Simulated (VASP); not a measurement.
Crystal: SiO2.

```xyz
3
Lattice="0.0000 2.2642 2.2642 2.2642 0.0000 2.2642 2.2642 2.2642 0.0000" Properties=species:S:1:pos:R:3 pbc="T T T"
Si    0.0000    0.0000    0.0000
O     1.1321    1.1321    1.1321
O     3.3963    3.3963    3.3963
```

Base run:

```yaml
Program: VASP 6.6.1
Functional: r2SCAN
Potentials_or_basis: VASP PAW PBE potentials, release 64 (Si, O)
Cutoff: 520 eV
k_mesh: 6 × 6 × 6
Occupations: gaussian, width 0.01 eV
Spin: no spin polarisation
```

Its results: band gap on the k mesh 2.68 eV, direct; pressure 0.6 GPa.

**Question.** The run is repeated on the same cell with these changes: functional from r2SCAN to HSE06; k mesh from 6 × 6 × 6 to 4 × 4 × 4. What comes out?

**Answer.** Band gap on the k mesh 3.56 eV, direct; pressure -4.0 GPa.

Several settings changed at once, so the effect can't be laid on one alone.

Caveats: some runs use coarse meshes; the PAW data sets were made with another functional, which shifts forces and pressure a little.

A k mesh can miss the band edges.
